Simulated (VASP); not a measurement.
Wanted: the native input for a VASP 6.6.1 run.

| Property | Result |
| --- | --- |
| Task | density of states |
| Functional | PBE |
| Potentials or basis | VASP PAW PBE potentials, release 64 (Se) |
| Cutoff | 520 eV |
| k mesh | 11 × 11 × 11 |
| Occupations | fermi-dirac, width 0.1 eV |
| Spin | no spin polarisation |
| Dipole correction | no |
| k mesh for the DOS | 17 × 17 × 17 |
| Occupations for the DOS | tetrahedron |
| Further INCAR settings | ALGO = Normal; EDIFF = 1e-07 |

Se:

```xyz
2
Lattice="0.0000 3.1657 3.1657 3.1657 0.0000 3.1657 3.1657 3.1657 0.0000" Properties=species:S:1:pos:R:3 pbc="T T T"
Se   -0.7914   -0.7914   -0.7914
Se    0.7914    0.7914    0.7914
```

One way to write it, as run:

POSCAR

```
Se
1.0
    0.0000000000      3.1656978221      3.1656978221
    3.1656978221      0.0000000000      3.1656978221
    3.1656978221      3.1656978221      0.0000000000
Se
2
Direct
   -0.1250000000     -0.1250000000     -0.1250000000
    0.1250000000      0.1250000000      0.1250000000
```

INCAR.step1

```
SYSTEM = Se
PREC = Accurate
ENCUT = 520
EDIFF = 1E-7
ISMEAR = -1
SIGMA = 0.1
LREAL = .False.
LASPH = .True.
NELM = 80
ALGO = Normal
ISIF = 2
LWAVE = .False.
LCHARG = .True.
GGA = PE
NBANDS = 13
```

KPOINTS.step1

```
regular mesh
0
Gamma
  11 11 11
  0 0 0
```

INCAR.step2

```
SYSTEM = Se
PREC = Accurate
ENCUT = 520
EDIFF = 1E-7
ISMEAR = -5
SIGMA = 0.1
LREAL = .False.
LASPH = .True.
NELM = 80
ALGO = Normal
ISIF = 2
LWAVE = .False.
LCHARG = .False.
GGA = PE
LORBIT = 11
NEDOS = 2001
ICHARG = 11
```

KPOINTS.step2

```
regular mesh
0
Gamma
  17 17 17
  0 0 0
```

Potentials or basis: VASP PAW PBE potentials, release 64 (Se).

The run is started by

```sh
$ cat potpaw_PBE.64/Se/POTCAR > POTCAR
$ cp INCAR.step1 INCAR
$ cp KPOINTS.step1 KPOINTS
$ mpirun -np 1 vasp_std > vasp.out
$ cp INCAR.step2 INCAR
$ cp KPOINTS.step2 KPOINTS
$ mpirun -np 1 vasp_std > vasp.out
```

Results of the run:

```json
{
  "Valence electrons inside the program's atomic spheres": "Se 3.64"
}
```

Run time: 120 s on 1 thread of Intel(R) Xeon(R) Platinum 8375C CPU @ 2.90GHz (Ice Lake) (shared host), peak memory 0.25 GiB.
